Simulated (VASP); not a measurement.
Here is a VASP 6.6.1 calculation.

The input INCAR:

```
SYSTEM = ZrB2
  PREC = Accurate
  ENCUT = 600
  EDIFF = 1E-6
  ISMEAR = 0
  SIGMA = 0.1
  LREAL = .FALSE.
  LASPH = .TRUE.
  NELM = 80
  ALGO = Normal
  ISIF = 3
  LWAVE = .FALSE.
  LCHARG = .FALSE.
  GGA = PS
  IBRION = 2
  NSW = 100
  EDIFFG = -0.002
```

The input KPOINTS:

```
Automatic mesh
0
G
  12 12 10
  0 0 0
```

POSCAR

```
ZrB2
1.0
    3.1675246600      0.0000000000      0.0000000000
   -1.5837623300      2.7431568200      0.0000000000
    0.0000000000      0.0000000000      3.5523880600
Zr B
1 2
Direct
    0.0000000000      0.0000000000      0.0000000000
    0.3333333300      0.6666666700      0.5000000000
    0.6666666700      0.3333333300      0.5000000000
```

Potentials or basis: VASP PAW PBE potentials, release 64 (Zr_sv, B).

The run is started by

```sh
$ cat potpaw_PBE.64/Zr_sv/POTCAR potpaw_PBE.64/B/POTCAR > POTCAR
$ mpirun -np 1 vasp_std > vasp.out
```

Estimate the relaxed cell.

a = 3.156 Å, b = 3.156 Å, c = 3.510 Å, α = 90.00°, β = 90.00°, γ = 120.00°.

What does it give for the space group after relaxing (to 0.1 Å)?

P6/mmm (No. 191).

Estimate the relaxed volume.

10.09 Å³/atom.

Predict the band gap on the k mesh.

zero (bands 9 and 10 overlap by 1.14 eV).

Final structure:
```yaml
crystal:
  lattice:
    - [3.15563, 0.00000, 0.00000]
    - [-1.57781, 2.73286, 0.00000]
    - [0.00000, 0.00000, 3.50982]
  atoms:
    - { symbol: Zr, position: [0.00000, 0.00000, 0.00000] }
    - { symbol: B, position: [0.33333, 0.66667, 0.50000] }
    - { symbol: B, position: [0.66667, 0.33333, 0.50000] }
```

Caveat: the PAW data sets were made with another functional, which shifts forces and pressure a little.
